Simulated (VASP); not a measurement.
# Cu (Fm-3m) in VASP: further runs, part 2 of 2

VASP 6.6.1. The steps go on from the part before.

## Step 4: Relaxation of cell and atoms, PBEsol, target pressure 5 GPa, at which the enthalpy is minimised

This run uses another cell than the first one, of 11.86 Å³/atom.

File INCAR:

```
SYSTEM = Cu
PREC     = Accurate       ! precision mode
ENCUT    = 600            ! plane-wave cutoff, eV
EDIFF    = 1E-7           ! SCF threshold, eV
ISMEAR   = -1             ! smearing method
SIGMA    = 0.1            ! smearing width, eV
LREAL    = .FALSE.        ! projectors in reciprocal space
LASPH    = .TRUE.         ! aspherical terms in the spheres
NELM     = 120            ! most SCF steps
ALGO     = Normal         ! electronic algorithm
ISIF     = 3              ! what is computed and relaxed
LWAVE    = .FALSE.        ! write WAVECAR
LCHARG   = .FALSE.        ! write CHGCAR
GGA      = PS             ! functional
IBRION   = 2              ! ionic algorithm
NSW      = 80             ! ionic steps
EDIFFG   = -0.01          ! ionic threshold
PSTRESS  = 50.0         
GGA_COMPAT= .FALSE.      
NELMIN   = 4
```

File KPOINTS:

```
Automatic mesh
0
G
  21 21 21
  0 0 0
```

File POSCAR:

```
Cu
1.0
    0.0000000000      1.8100000000      1.8100000000
    1.8100000000      0.0000000000      1.8100000000
    1.8100000000      1.8100000000      0.0000000000
Cu
1
Direct
    0.0000000000      0.0000000000      0.0000000000
```

Potentials or basis: VASP PAW PBE potentials, release 64 (Cu).

On the command line:

```
cat potpaw_PBE.64/Cu/POTCAR > POTCAR
mpirun -np 1 vasp_std > vasp.out
```

OUTCAR:

```text
SYSTEM = Cu
   PREC = Accurate
   ENCUT = 600
   EDIFF = 1E-7
   ISMEAR = -1
   LREAL = .FALSE.
   LASPH = .TRUE.
   NELM = 120
   ISIF = 3
   GGA = PS
   IBRION = 2
   NSW = 80
   EDIFFG = -0.01
   PSTRESS = 50.0
   NELMIN = 4

 ion  position               nearest neighbor table
   1  0.000  0.000  0.000-

  LATTYP: Found a face centered cubic cell.
 ALAT       =     3.6200000000

  Lattice vectors:

 A1 = (   0.0000000000,   1.8100000000,   1.8100000000)
 A2 = (   1.8100000000,   0.0000000000,   1.8100000000)
 A3 = (   1.8100000000,   1.8100000000,   0.0000000000)

Analysis of symmetry for initial positions (statically):
=====================================================================
 Subroutine PRICEL returns:
 Original cell was already a primitive cell.

 Routine SETGRP: Setting up the symmetry group for a
 face centered cubic supercell.

 Subroutine GETGRP returns: Found 48 space group operations
 (whereof 48 operations were pure point group operations)
 out of a pool of 48 trial point group operations.

The static configuration has the point symmetry O_h .

Analysis of symmetry for dynamics (positions and initial velocities):
[... 166 lines left out ...]
  in kB      -62.8566109    -62.8566109    -62.8566109      0.0000000      0.0000000     -0.0000000
  external PRESSURE =    -112.8566109 kB  Pullay stress =      50.0000000 kB
[... 61 lines left out ...]
--------------------------------------- Ionic step        3  -------------------------------------------

 number of electron      11.0000007 magnetization

 Free energy of the ion-electron system (eV)
  ---------------------------------------------------
  ext. energy  EPLUGINS =         0.00000000
  ---------------------------------------------------
  free energy    TOTEN  =        -4.30838009 eV

  energy without entropy =       -4.29804972  energy(sigma->0) =       -4.30321491

 E-fermi :   8.2856     XC(G=0): -13.3019

 val. band max:        8.2192263636   @ k =   0.4762   0.2857   0.0476
 cond. band min:       8.3062827081   @ k =  -0.3333   0.1905   0.0000
 fundamental gap:      0.0870563445
 Fermi energy:         8.2855501204

 k-point     1 :       0.0000    0.0000    0.0000
  band No.  band energies     occupation
      1      -1.6577      2.00000
      2       5.0080      2.00000
      3       5.0080      2.00000
      4       5.0080      2.00000
      5       5.9301      2.00000
      6       5.9301      2.00000
      7      31.3661      0.00000
      8      34.5040      0.00000
      9      34.5040      0.00000
[... 265 lines left out ...]
 k-point    24 :      -0.3810    0.0476    0.0000
  band No.  band energies     occupation
      1       2.5397      2.00000
      2       5.0043      2.00000
      3       5.0483      2.00000
      4       5.5360      2.00000
      5       6.3701      2.00000
      6       6.7198      2.00000
      7      14.7170      0.00000
      8      28.8814      0.00000
      9      30.9083      0.00000

 [... further k-points ...]

------------------------ aborting loop because EDIFF is reached ----------------------------------------

  FORCE on cell =-STRESS in cart. coord.  units (eV):
  Direction    XX          YY          ZZ          XY          YZ          ZX
  --------------------------------------------------------------------------------------
  -------------------------------------------------------------------------------------
  Total        0.3406293      0.3406293      0.3406293     -0.0000000     -0.0000000      0.0000000
  in kB       49.3916221     49.3916221     49.3916221     -0.0000000     -0.0000000      0.0000000
  external PRESSURE =      -0.6083779 kB  Pullay stress =      50.0000000 kB
[... 20 lines left out ...]
  energy  without entropy=       -4.2980497166  energy(sigma->0) =       -4.30321491

  enthalpy is  TOTEN    =        -3.9635550849 eV   P V=        0.3448250094

 reached required accuracy - stopping structural energy minimisation
```

OSZICAR:

```text
N       E                     dE             d eps       ncg     rms          rms(c)
DAV:   1     0.390548701987E+02    0.39055E+02   -0.62159E+03  5220   0.229E+03
[... 25 lines left out ...]
DAV:   1    -0.492024135066E+01   -0.64824E+00   -0.12751E+01  5391   0.100E+02    0.621E+00
DAV:   2    -0.445487963345E+01    0.46536E+00   -0.74040E+00  5393   0.638E+01    0.198E+00
DAV:   3    -0.432741161576E+01    0.12747E+00   -0.10469E+00  5379   0.251E+01    0.980E-01
DAV:   4    -0.430877893165E+01    0.18633E-01   -0.46724E-02  7708   0.371E+00    0.158E-01
DAV:   5    -0.430838849200E+01    0.39044E-03   -0.27115E-03  5708   0.125E+00    0.317E-02
DAV:   6    -0.430837999520E+01    0.84968E-05   -0.27044E-05  7335   0.903E-02    0.682E-03
DAV:   7    -0.430838010263E+01   -0.10743E-06   -0.33702E-06  5563   0.416E-02    0.215E-04
DAV:   8    -0.430838009428E+01    0.83483E-08   -0.16134E-08  3116   0.172E-03
   3 F= -.39635551E+01 E0= -.39583899E+01  d E =-.307959E-01
```

CONTCAR:

```text
Cu
   1.00000000000000
     0.0000000000000000    1.7678135011405447    1.7678135011405447
     1.7678135011405447    0.0000000000000000    1.7678135011405447
     1.7678135011405447    1.7678135011405447    0.0000000000000000
  Cu
     1
Direct
     0.0000000000000000    0.0000000000000000    0.0000000000000000

  0.00000000E+00  0.00000000E+00  0.00000000E+00
```

Wall time 47 s (1 thread of Intel Xeon Platinum 8488C (Sapphire Rapids), shared host); peak memory 0.16 GiB.

What came out:

```yaml
Free_energy: -4.3084 eV
Relaxed_volume: 11.05 Å³/atom
Relaxed_cell: a = 2.500 Å, b = 2.500 Å, c = 2.500 Å, α = 60.00°, β = 60.00°, γ = 60.00°
Space_group_after_relaxing_to_0.1_Å: Fm-3m (No. 225)
Energy_change_on_relaxing_the_run_minimises_the_enthalpy: -5.5 meV/atom
Ionic_steps: 3
Pressure_after_relaxing: 4.9 GPa
Band_gap_on_the_k_mesh: zero (an odd number of electrons rules out a gap without spin polarisation)
```

Step by step:
| step | energy change (eV) | largest force (eV/Å) | pressure (GPa) | volume (Å³) |
| --- | --- | --- | --- | --- |
| 1 | 0.0000 | 0.0000 | -6.29 | 11.86 |
| 2 | 0.0309 | 0.0000 | 16.21 | 10.48 |
| 3 | -0.0055 | 0.0000 | 4.94 | 11.05 |

Final structure:
```
Cu
1.0
     0.00000    1.76781    1.76781
     1.76781    0.00000    1.76781
     1.76781    1.76781    0.00000
Cu
1
Direct
  0.00000 0.00000 0.00000
```

Caveat: the cell is relaxed towards a set pressure, so the run minimises the enthalpy, not the energy; the PAW data sets were made with another functional, which shifts forces and pressure a little.

## Step 5: The runs side by side

```tsv
task	cell	gap on the mesh (eV)	pressure (GPa)
single point	a = 2.520 Å, angles 60.0°, 1 atom	none	0.8
relaxation of cell and atoms	relaxed from a = 2.560 Å, angles 60.0°, 1 atom	none	0.0
relaxation of cell and atoms	relaxed to 5 GPa from a = 2.560 Å, angles 60.0°, 1 atom	none	4.9
```

Alike in all rows: level PBEsol; potentials or basis VASP PAW PBE potentials, release 64 (Cu); no spin polarisation; k mesh 21 × 21 × 21; cutoff (eV) 600; smearing fermi-dirac 0.1 eV.

Caveats: the PAW data sets were made with another functional, which shifts forces and pressure a little; the cell is relaxed towards a set pressure, so the run minimises the enthalpy, not the energy (at least some runs).

Absolute energies hang on the potentials; compare differences alone.
